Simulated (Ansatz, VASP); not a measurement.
# V in VASP and in Ansatz

```
CELL_PARAMETERS angstrom
2.99718 0.00000 0.00000
0.00000 2.99718 0.00000
0.00000 0.00000 2.81734
ATOMIC_POSITIONS crystal
V 0.00000 0.00000 0.00000
V 0.50000 0.50000 0.50000
```

Change from the starting cell: strain along c alone, the other axes held, atoms relaxed: -6.0 %.

Alike in both runs: task single point; functional PBE; k mesh 18 × 18 × 18; occupations gaussian, width 0.1 eV; no spin polarisation.

|  | VASP | Ansatz |
| --- | --- | --- |
| version | VASP 6.6.1 | Ansatz 0.2.0 |
| potentials or method | VASP PAW PBE potentials, release 64 (V_sv), cutoff 520 eV | scalar-relativistic, plane waves, PAW |
| valence electrons in the cell | 26 | 26 |

VASP gave:

```
gap on the k mesh at the Fermi level (eV)                     : none
pressure (GPa)                                                : 13.2
traceless stress, the component that is largest in VASP (GPa) : 5.39
```

What did Ansatz give for the same quantities?

gap on the k mesh at the Fermi level (eV): none; pressure (GPa): 12.9; traceless stress, the component that is largest in VASP (GPa): 5.39.

A gap of «none» marks a metal or a gap that the smearing closes. The functional is the same, so the differences come from potentials, cutoffs and numerics.
